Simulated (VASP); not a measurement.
## MgO: single point with PBE+D3(BJ)

Crystal: MgO.

```
Mg O
1.0
     0.00000    2.10419    2.10419
     2.10419    0.00000    2.10419
     2.10419    2.10419    0.00000
Mg O
1 1
Direct
  0.00000 0.00000 0.00000
  0.50000 0.50000 0.50000
```

```
Program                : VASP 6.6.1
Task                   : single point
Functional             : PBE
Dispersion             : D3(BJ)
Potentials or basis    : VASP PAW PBE potentials, release 64 (Mg_sv, O)
Cutoff                 : 840 eV
k mesh                 : 10 × 10 × 10
Occupations            : gaussian, width 0.02 eV
Spin                   : no spin polarisation
Dipole correction      : no
Further INCAR settings : ALGO = Normal; EDIFF = 1e-06; NBANDS = 15
```

```yaml
Pressure: 0.0 GPa
Band_gap_on_the_k_mesh: 4.77 eV
Dispersion_energy_per_atom: -0.294 eV
```

Levels at points of the mesh, in eV from the valence-band top:
```
           k point  band 4  band 5  band 6  band 7  band 8  band 9  band 10  band 11  band 12  band 13
(0.00, 0.00, 0.00)  -38.98  -17.26    0.00    0.00    0.00    4.77    15.82    15.82    15.82    19.74
(0.50, 0.00, 0.00)  -38.99  -15.94   -4.62   -0.66   -0.66    7.92    12.65    16.36    16.36    20.99
(0.50, 0.50, 0.00)  -39.01  -15.72   -4.06   -1.34   -1.34    9.13    10.03    13.13    19.03    19.03
```

Wall time 19 s on 1 thread of Intel(R) Xeon(R) Platinum 8375C CPU @ 2.90GHz (Ice Lake), on a shared host, peak memory 0.17 GiB.
